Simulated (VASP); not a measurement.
# Si (Fd-3m) in VASP: a series of runs

Si is run at these levels: LDA; tasks: single point, relaxation of cell and atoms.

All numbers are computed with VASP 6.6.1; they aren't measurements. Logs are shortened: lines on timing, memory, paths and dates and some standing lists are left out, and cuts for length are marked.

**1. The cell of the first run**

Symmetry: Fd-3m, No. 227, cubic system. Conventional cell: a = 5.384 Å, b = 5.384 Å, c = 5.384 Å, α = 90.00°, β = 90.00°, γ = 90.00°. Within 3.1 Å of Si (site symmetry -43m) lie 4 Si at 2.33 Å.

**2. Single point, LDA**

Contents of INCAR:

```
SYSTEM = Si
PREC = Accurate
ENCUT = 520
EDIFF = 1E-6
ISMEAR = 0
SIGMA = 0.01
LREAL = .False.
LASPH = .True.
NELM = 60
ALGO = Normal
ISIF = 2
LWAVE = .False.
LCHARG = .True.
LELF = .True.
LVHAR = .True.
NBANDS = 11
```

Contents of KPOINTS:

```
regular mesh
0
Gamma
  8 8 8
  0 0 0
```

Contents of POSCAR:

```
Si
1.0
    0.0000000000      2.6919765236      2.6919765236
    2.6919765236      0.0000000000      2.6919765236
    2.6919765236      2.6919765236      0.0000000000
Si
2
Direct
    0.2500000000      0.2500000000      0.2500000000
    0.0000000000      0.0000000000      0.0000000000
```

Potentials or basis: VASP PAW LDA potentials, release 64 (Si).

Command:

```
$ cat potpaw_LDA.64/Si/POTCAR > POTCAR
$ mpirun -np 1 vasp_std > vasp.out
```

OUTCAR:

```text
SYSTEM = Si
   PREC = Accurate
   ENCUT = 520
   EDIFF = 1E-6
   ISMEAR = 0
   LREAL = .False.
   LASPH = .True.
   NELM = 60
   ISIF = 2

 ion  position               nearest neighbor table
   1  0.250  0.250  0.250-   2 2.33   2 2.33   2 2.33   2 2.33
   2  0.000  0.000  0.000-   1 2.33   1 2.33   1 2.33   1 2.33

  LATTYP: Found a face centered cubic cell.
 ALAT       =     5.3839530472

  Lattice vectors:

 A1 = (   0.0000000000,   2.6919765236,   2.6919765236)
 A2 = (   2.6919765236,   0.0000000000,   2.6919765236)
 A3 = (   2.6919765236,   2.6919765236,   0.0000000000)

Analysis of symmetry for initial positions (statically):
=====================================================================
 Subroutine PRICEL returns:
 Original cell was already a primitive cell.

 Routine SETGRP: Setting up the symmetry group for a
 face centered cubic supercell.

 Subroutine GETGRP returns: Found 48 space group operations
 (whereof 24 operations were pure point group operations)
 out of a pool of 48 trial point group operations.

The static configuration has the point symmetry T_d .
 The point group associated with its full space group is O_h .

Analysis of symmetry for dynamics (positions and initial velocities):
=====================================================================
 Subroutine PRICEL returns:
 Original cell was already a primitive cell.

 Routine SETGRP: Setting up the symmetry group for a
 face centered cubic supercell.

 Subroutine GETGRP returns: Found 48 space group operations
 (whereof 24 operations were pure point group operations)
 out of a pool of 48 trial point group operations.

The dynamic configuration has the point symmetry T_d .
 The point group associated with its full space group is O_h .

 Subroutine INISYM returns: Found 48 space group operations
 (whereof 24 operations are pure point group operations),
 and found     1 'primitive' translations

----------------------------------------------------------------------------------------

                                     Primitive cell

  volume of cell :      39.0161

  direct lattice vectors                    reciprocal lattice vectors
     0.000000000  2.691976524  2.691976524    -0.185737132  0.185737132  0.185737132
     2.691976524  0.000000000  2.691976524     0.185737132 -0.185737132  0.185737132
     2.691976524  2.691976524  0.000000000     0.185737132  0.185737132 -0.185737132

  length of vectors
     3.807029709  3.807029709  3.807029709     0.321706150  0.321706150  0.321706150

  position of ions in fractional coordinates (direct lattice)
     0.250000000  0.250000000  0.250000000
[... 83 lines left out ...]
   NFREE  =      0    steps in history (QN), initial steepest desc. (CG)
   ISIF   =      2    stress and relaxation
   ISYM   =      2    0-nonsym 1-usesym 2-fastsym
   POTIM  = 0.5000    time-step for ionic-motion
   TEBEG  =    0.0;   TEEND  =   0.0 temperature during run
   PSTRESS=    0.0 pullay stress
   NELECT =       8.0000    total number of electrons
   NUPDOWN=      -1.0000    fix difference up-down
   EMIN   =  10.00;   EMAX   =-10.00  energy-range for DOS
   EFERMI =   0.00;   METHOD = LEGACY
   ISMEAR =     0;   SIGMA  =   0.01  broadening in eV -4-tet -1-fermi 0-gaus
   EFERMI_NEDOS =   21; number of points for ismear=-14 and -15
   IALGO  =     38    algorithm
   IMIX   =      4    mixing-type and parameters
     AMIX     =   0.40;   BMIX     =  1.00
     AMIX_MAG =   1.60;   BMIX_MAG =  1.00
  volume/ion in A,a.u.               =      19.51       131.65
  Fermi-wavevector in a.u.,A,eV,Ry     =   0.965362  1.824270 12.679595  0.931924
  Thomas-Fermi vector in A             =   2.095072
   LORBIT       =      0    0 simple, 1 ext, 2 COOP (PROOUT), +10 PAW based schemes
   GGA     = CA    functional components
   LHFCALC =     F    Hartree Fock is set to
   AEXX    =    0.0000 exact exchange contribution
   IVDW    =     0    specifies the selected vdW correction
   LEPSILON=     F    determine dielectric tensor
   LRPA    =     F    only Hartree local field effects (RPA)
 non-spin polarized calculation
 Gauss-broadening in eV      SIGMA  =   0.01
  energy-cutoff  :      520.00
  volume of cell :       39.02
 maximum number of plane-waves:      1067
   NGX = 15   NGY = 15   NGZ = 15

 number of electron       8.0000001 magnetization

 Free energy of the ion-electron system (eV)
  ---------------------------------------------------
  ext. energy  EPLUGINS =         0.00000000
  ---------------------------------------------------
  free energy    TOTEN  =       -11.91419321 eV

  energy without entropy =      -11.91419321  energy(sigma->0) =      -11.91419321

 E-fermi :   6.1172     XC(G=0):  -9.7030

 val. band max:        6.0390359968   @ k =   0.0000   0.0000   0.0000
 cond. band min:       6.5125163586   @ k =   0.3750   0.3750   0.0000
 fundamental gap:      0.4734803617
 Fermi energy:         6.1172316821

 k-point     1 :       0.0000    0.0000    0.0000
  band No.  band energies     occupation
      1      -6.0975      2.00000
      2       6.0390      2.00000
      3       6.0390      2.00000
      4       6.0390      2.00000
      5       8.5733      0.00000
      6       8.5733      0.00000
      7       8.5733      0.00000
      8       9.5474      0.00000
      9      13.7792      0.00000
     10      13.7792      0.00000
     11      13.8265      0.00000
[... 309 lines left out ...]
 k-point    24 :      -0.3750    0.2500    0.1250
  band No.  band energies     occupation
      1      -3.1439      2.00000
      2      -0.8556      2.00000
      3       2.4955      2.00000
      4       3.8149      2.00000
      5       9.0720      0.00000
      6       9.0804      0.00000
      7      11.9613      0.00000
      8      13.1350      0.00000
      9      13.4507      0.00000
     10      16.6072      0.00000
     11      17.8057      0.00000

 [... further k-points ...]
[... 5 lines left out ...]
  --------------------------------------------------------------------------------------
  -------------------------------------------------------------------------------------
  Total        0.2551969      0.2551969      0.2551969      0.0000000     -0.0000000      0.0000000
  in kB       10.4795375     10.4795375     10.4795375      0.0000000     -0.0000000      0.0000000
  external PRESSURE =      10.4795375 kB  Pullay stress =       0.0000000 kB

 VOLUME and BASIS-vectors are now :
 -----------------------------------------------------------------------------
  energy-cutoff  :      520.00
  volume of cell :       39.02
      direct lattice vectors                 reciprocal lattice vectors
     0.000000000  2.691976524  2.691976524    -0.185737132  0.185737132  0.185737132
     2.691976524  0.000000000  2.691976524     0.185737132 -0.185737132  0.185737132
     2.691976524  2.691976524  0.000000000     0.185737132  0.185737132 -0.185737132

 POSITION                                       TOTAL-FORCE (eV/Angst)
 -----------------------------------------------------------------------------------
      1.34599      1.34599      1.34599         0.000000     -0.000000      0.000000
      0.00000      0.00000      0.00000        -0.000000      0.000000     -0.000000
 -----------------------------------------------------------------------------------
    total drift:                                0.000000      0.000000     -0.000000

  FREE ENERGIE OF THE ION-ELECTRON SYSTEM (eV)
  ---------------------------------------------------
  free  energy   TOTEN  =       -11.9141932079 eV

  energy  without entropy=      -11.9141932079  energy(sigma->0) =      -11.91419321
```

OSZICAR:

```text
N       E                     dE             d eps       ncg     rms          rms(c)
DAV:   1     0.554552390939E+01    0.55455E+01   -0.32063E+03   638   0.570E+02
DAV:   2    -0.116047737994E+02   -0.17150E+02   -0.16259E+02   795   0.839E+01
DAV:   3    -0.121895859229E+02   -0.58481E+00   -0.58339E+00   850   0.130E+01
DAV:   4    -0.121938993026E+02   -0.43134E-02   -0.43129E-02   743   0.137E+00
DAV:   5    -0.121939410544E+02   -0.41752E-04   -0.41751E-04   813   0.126E-01    0.518E+00
DAV:   6    -0.120006953284E+02    0.19325E+00   -0.11409E-01   716   0.134E+00    0.310E+00
DAV:   7    -0.119140444171E+02    0.86651E-01   -0.19974E-01   742   0.183E+00    0.256E-01
DAV:   8    -0.119142138760E+02   -0.16946E-03   -0.82528E-03   722   0.499E-01    0.840E-02
DAV:   9    -0.119141883384E+02    0.25538E-04   -0.21625E-04   809   0.793E-02    0.638E-02
DAV:  10    -0.119141933988E+02   -0.50604E-05   -0.15824E-05   733   0.233E-02    0.291E-02
DAV:  11    -0.119141932079E+02    0.19089E-06   -0.99729E-07   489   0.529E-03
   1 F= -.11914193E+02 E0= -.11914193E+02  d E =-.920563E-31
```

It took 6.9 s on 1 thread of Intel Xeon 6975P-C, shared host; peak memory 0.13 GiB.

What came out:

| Property | Result |
| --- | --- |
| Free energy | -11.9142 eV |
| Pressure | 1.0 GPa |
| Band gap on the k mesh | 0.47 eV, indirect (least direct gap 2.53 eV) |

(Part 1 of 2 ends here.)
